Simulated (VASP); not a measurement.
Here is a VASP 6.6.1 calculation.

The input INCAR:

```
SYSTEM = Pd
PREC = Accurate
ENCUT = 520
EDIFF = 1E-7
ISMEAR = -1
SIGMA = 0.05
LREAL = .False.
LASPH = .True.
NELM = 80
ALGO = Normal
ISIF = 2
LWAVE = .False.
LCHARG = .False.
GGA = RP
IVDW = 13
NBANDS = 11
```

KPOINTS

```
Automatic mesh
0
Gamma
  12 12 12
  0 0 0
```

The input POSCAR:

```
Pd
1.0
    0.0000000000      1.9529104080      1.9529104080
    1.9529104080      0.0000000000      1.9529104080
    1.9529104080      1.9529104080      0.0000000000
Pd
1
Direct
    0.0000000000      0.0000000000      0.0000000000
```

Potentials or basis: VASP PAW PBE potentials, release 64 (Pd).

Launch:

```bash
$ cat potpaw_PBE.64/Pd/POTCAR > POTCAR
$ mpirun -np 1 vasp_std > vasp.out
```

(1) Predict the dispersion energy per atom.

(2) Predict the pressure.

(3) Predict the band gap on the k mesh.

Results:

(1) -0.948 eV.

(2) -0.2 GPa.

(3) zero (band 5 reaches 9.99 eV, above the bottom of band 6 at 8.44 eV).

Caveat: the PAW data sets were made with another functional, which shifts forces and pressure a little; pairwise dispersion overbinds metals, which lowers pressure and volume.
